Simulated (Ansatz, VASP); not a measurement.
**BAs5 in VASP and in Ansatz**

```
CELL_PARAMETERS angstrom
2.96787 -3.38510 0.00000
2.96787 3.38510 0.00000
0.00000 0.00000 6.34893
ATOMIC_POSITIONS crystal
B 0.00000 0.00000 0.00000
As 0.00000 0.00000 0.28482
As 0.00000 0.00000 0.71518
As 0.73298 0.26702 0.50000
As 0.26702 0.73298 0.50000
As 0.50000 0.50000 0.00000
```

Alike in both runs: task relaxation of cell and atoms; functional PBE; k mesh 4 × 4 × 4; occupations gaussian, width 0.1 eV; no spin polarisation.

```csv
,VASP,Ansatz
version,VASP 6.6.1,Ansatz 0.2.0
potentials or method,"VASP PAW PBE potentials, release 64 (B, As), cutoff 600 eV","scalar-relativistic, plane waves, PAW"
valence electrons in the cell,28,78
```

Ansatz gave:

- gap on the k mesh at the Fermi level, each at its own relaxed structure (eV): none
- relaxed volume (Å³/atom): 21.17
- relaxed cell length with the largest relative difference (Å): 4.454

Question: Which values does VASP return?

Answer: gap on the k mesh at the Fermi level, each at its own relaxed structure (eV): none; relaxed volume (Å³/atom): 21.37; relaxed cell length with the largest relative difference (Å): 4.484.

A gap of «none» marks a metal or a gap that the smearing closes. VASP's potentials hold 28 valence electrons a cell and Ansatz's 78, so a difference there can come from the potentials and not from the codes.
